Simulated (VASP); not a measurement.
# AgBr (Fm-3m) in VASP: a series of runs, part 2 of 2

VASP 6.6.1. Earlier steps stand in the parts before.

**4. Single point, r2SCAN**

This run uses another cell than the first one, of 24.21 Å³/atom.

POSCAR reads:

```
AgBr
1.0
    0.0000000000      2.8927622981      2.8927622981
    2.8927622981      0.0000000000      2.8927622981
    2.8927622981      2.8927622981      0.0000000000
Ag Br
1 1
Direct
    0.0000000000      0.0000000000      0.0000000000
    0.5000000000      0.5000000000      0.5000000000
```

INCAR.step1 reads:

```
SYSTEM = AgBr
ALGO = Normal
EDIFF = 1E-5
ENCUT = 550
GGA = PE
GGA_COMPAT = .FALSE.
ISMEAR = 0
LASPH = .TRUE.
LCHARG = .FALSE.
LREAL = .FALSE.
LWAVE = .TRUE.
NBANDS = 16
NELM = 120
PREC = Accurate
SIGMA = 0.01
```

INCAR.step2 reads:

```
SYSTEM = AgBr
ALGO = Normal
EDIFF = 1E-6
ENCUT = 550
GGA_COMPAT = .FALSE.
ISIF = 2
ISMEAR = 0
ISTART = 1
LASPH = .TRUE.
LCHARG = .FALSE.
LMIXTAU = .TRUE.
LREAL = .FALSE.
LWAVE = .FALSE.
METAGGA = R2SCAN
NBANDS = 16
NELM = 120
PREC = Accurate
SIGMA = 0.01
```

KPOINTS reads:

```
k-points
0
G
  8 8 8
  0 0 0
```

Potentials or basis: VASP PAW PBE potentials, release 64 (Ag, Br).

Run with:

```sh
$ cat potpaw_PBE.64/Ag/POTCAR potpaw_PBE.64/Br/POTCAR > POTCAR
$ cp INCAR.step1 INCAR
$ mpirun -np 1 vasp_std > vasp.out
$ cp INCAR.step2 INCAR
$ mpirun -np 1 vasp_std > vasp.out
```

OUTCAR:

```text
SYSTEM = AgBr
   EDIFF = 1E-6
   ENCUT = 550
   ISIF = 2
   ISMEAR = 0
   ISTART = 1
   LASPH = .TRUE.
   LREAL = .FALSE.
   METAGGA = R2SCAN
   NELM = 120
   PREC = Accurate

 ion  position               nearest neighbor table
   1  0.000  0.000  0.000-   2 2.89   2 2.89   2 2.89   2 2.89   2 2.89   2 2.89
   2  0.500  0.500  0.500-   1 2.89   1 2.89   1 2.89   1 2.89   1 2.89   1 2.89

  LATTYP: Found a face centered cubic cell.
 ALAT       =     5.7855245962

  Lattice vectors:

 A1 = (   0.0000000000,   2.8927622981,   2.8927622981)
 A2 = (   2.8927622981,   0.0000000000,   2.8927622981)
 A3 = (   2.8927622981,   2.8927622981,   0.0000000000)

Analysis of symmetry for initial positions (statically):
=====================================================================
 Subroutine PRICEL returns:
 Original cell was already a primitive cell.

 Routine SETGRP: Setting up the symmetry group for a
 face centered cubic supercell.

 Subroutine GETGRP returns: Found 48 space group operations
 (whereof 48 operations were pure point group operations)
 out of a pool of 48 trial point group operations.

The static configuration has the point symmetry O_h .

Analysis of symmetry for dynamics (positions and initial velocities):
=====================================================================
 Subroutine PRICEL returns:
 Original cell was already a primitive cell.

 Routine SETGRP: Setting up the symmetry group for a
 face centered cubic supercell.

 Subroutine GETGRP returns: Found 48 space group operations
 (whereof 48 operations were pure point group operations)
 out of a pool of 48 trial point group operations.

The dynamic configuration has the point symmetry O_h .

 Subroutine INISYM returns: Found 48 space group operations
 (whereof 48 operations are pure point group operations),
 and found     1 'primitive' translations

----------------------------------------------------------------------------------------

                                     Primitive cell

[... 111 lines left out ...]
  volume/ion in A,a.u.               =      24.21       163.36
  Fermi-wavevector in a.u.,A,eV,Ry     =   1.177180  2.224548 18.854315  1.385753
  Thomas-Fermi vector in A             =   2.313531
   LORBIT       =      0    0 simple, 1 ext, 2 COOP (PROOUT), +10 PAW based schemes
   METAGGA = R2SCAN    functional components
   LHFCALC =     F    Hartree Fock is set to
   AEXX    =    0.0000 exact exchange contribution
   IVDW    =     0    specifies the selected vdW correction
   LEPSILON=     F    determine dielectric tensor
   LRPA    =     F    only Hartree local field effects (RPA)
 non-spin polarized calculation
 Gauss-broadening in eV      SIGMA  =   0.01
  energy-cutoff  :      550.00
  volume of cell :       48.41
 maximum number of plane-waves:      1428
   NGX = 15   NGY = 15   NGZ = 15

 number of electron      17.9999999 magnetization

 Free energy of the ion-electron system (eV)
  ---------------------------------------------------
  ext. energy  EPLUGINS =         0.00000000
  ---------------------------------------------------
  free energy    TOTEN  =       -35.51435017 eV

  energy without entropy =      -35.51435017  energy(sigma->0) =      -35.51435017

 E-fermi :   3.1386     XC(G=0): -10.2436

 val. band max:        3.0312193059   @ k =   0.5000   0.0000   0.0000
 cond. band min:       4.2771255365   @ k =   0.0000   0.0000   0.0000
 fundamental gap:      1.2459062306
 Fermi energy:         3.1385572780

 k-point     1 :       0.0000    0.0000    0.0000
  band No.  band energies     occupation
      1     -12.4213      2.00000
      2       0.3517      2.00000
      3       0.3517      2.00000
      4       0.3517      2.00000
      5       0.3592      2.00000
      6       0.3592      2.00000
[... 433 lines left out ...]
      3      -0.9787      2.00000
      4      -0.9550      2.00000
      5       0.5915      2.00000
      6       0.6421      2.00000
[... 8 lines left out ...]
     15      16.2810      0.00000
     16      18.0074      0.00000

 [... further k-points ...]

------------------------ aborting loop because EDIFF is reached ----------------------------------------

  FORCE on cell =-STRESS in cart. coord.  units (eV):
  Direction    XX          YY          ZZ          XY          YZ          ZX
  --------------------------------------------------------------------------------------
  -------------------------------------------------------------------------------------
  Total       -0.0196948     -0.0196948     -0.0196948      0.0000000      0.0000000      0.0000000
  in kB       -0.6517687     -0.6517687     -0.6517687      0.0000000      0.0000000      0.0000000
  external PRESSURE =      -0.6517687 kB  Pullay stress =       0.0000000 kB

 VOLUME and BASIS-vectors are now :
 -----------------------------------------------------------------------------
  energy-cutoff  :      550.00
  volume of cell :       48.41
      direct lattice vectors                 reciprocal lattice vectors
     0.000000000  2.892762298  2.892762298    -0.172845173  0.172845173  0.172845173
     2.892762298  0.000000000  2.892762298     0.172845173 -0.172845173  0.172845173
     2.892762298  2.892762298  0.000000000     0.172845173  0.172845173 -0.172845173

 POSITION                                       TOTAL-FORCE (eV/Angst)
 -----------------------------------------------------------------------------------
      0.00000      0.00000      0.00000        -0.000000      0.000000     -0.000000
      2.89276      2.89276      2.89276         0.000000     -0.000000      0.000000
 -----------------------------------------------------------------------------------
    total drift:                                0.000000     -0.000000     -0.000000

  FREE ENERGIE OF THE ION-ELECTRON SYSTEM (eV)
  ---------------------------------------------------
  free  energy   TOTEN  =       -35.5143501651 eV

  energy  without entropy=      -35.5143501651  energy(sigma->0) =      -35.51435017
```

OUTCAR.step1:

```text
SYSTEM = AgBr
   EDIFF = 1E-5
   ENCUT = 550
   GGA = PE
   ISMEAR = 0
   LASPH = .TRUE.
   LREAL = .FALSE.
[... 676 lines left out ...]
      0.00000      0.00000      0.00000         0.000000      0.000000     -0.000000
      2.89276      2.89276      2.89276        -0.000000     -0.000000      0.000000
 -----------------------------------------------------------------------------------
    total drift:                                0.000000     -0.000000     -0.000000

  FREE ENERGIE OF THE ION-ELECTRON SYSTEM (eV)
  ---------------------------------------------------
  free  energy   TOTEN  =        -4.9950797685 eV

  energy  without entropy=       -4.9950797685  energy(sigma->0) =       -4.99507977
```

OSZICAR.step1:

```text
N       E                     dE             d eps       ncg     rms          rms(c)
DAV:   1     0.985392586762E+02    0.98539E+02   -0.86821E+03   952   0.104E+03
DAV:   2    -0.170339269287E+01   -0.10024E+03   -0.92207E+02  1144   0.217E+02
DAV:   3    -0.509624732785E+01   -0.33929E+01   -0.33857E+01  1152   0.414E+01
DAV:   4    -0.511366635327E+01   -0.17419E-01   -0.17418E-01  1144   0.323E+00
DAV:   5    -0.511383121766E+01   -0.16486E-03   -0.16486E-03  1168   0.308E-01    0.561E+00
DAV:   6    -0.499920874786E+01    0.11462E+00   -0.17887E-01  1136   0.599E+00    0.370E+00
DAV:   7    -0.499495261238E+01    0.42561E-02   -0.61098E-02  1024   0.163E+00    0.152E+00
DAV:   8    -0.499501133133E+01   -0.58719E-04   -0.40949E-03  1096   0.643E-01    0.261E-01
DAV:   9    -0.499505062460E+01   -0.39293E-04   -0.49762E-04  1096   0.239E-01    0.343E-02
DAV:  10    -0.499507283999E+01   -0.22215E-04   -0.36820E-05  1200   0.807E-02    0.197E-02
DAV:  11    -0.499507976849E+01   -0.69285E-05   -0.14024E-05  1016   0.300E-02
   1 F= -.49950798E+01 E0= -.49950798E+01  d E =-.317017E-40
```

Run time: 2 min. Hardware: 1 thread of Intel Xeon 8259CL, shared host; peak memory 0.2 GiB.

What came out:

| Quantity | Value |
| --- | --- |
| Free energy | -35.5144 eV |
| Pressure | -0.1 GPa |
| Band gap on the k mesh | 1.25 eV (least direct gap 3.19 eV) |

Caveat: the PAW data sets were made with another functional, which shifts forces and pressure a little. r2SCAN opens gaps a little over a GGA but as a rule still falls short of measured ones.

**5. The runs side by side**

```tsv
cell	k mesh	gap on the mesh (eV)	pressure (GPa)
a = 4.131 Å, angles 60.0°, 2 atoms	6 × 6 × 6	1.25	-1.3
a = 4.171 Å, angles 60.0°, 2 atoms	6 × 6 × 6	1.26	-2.3
a = 4.091 Å, angles 60.0°, 2 atoms	8 × 8 × 8	1.25	-0.1
```

Alike in all rows: task single point; level r2SCAN; potentials or basis VASP PAW PBE potentials, release 64 (Ag, Br); no spin polarisation; cutoff (eV) 550; smearing gaussian 0.01 eV.

Caveats: the PAW data sets were made with another functional, which shifts forces and pressure a little.

Absolute energies hang on the potentials; compare differences alone.
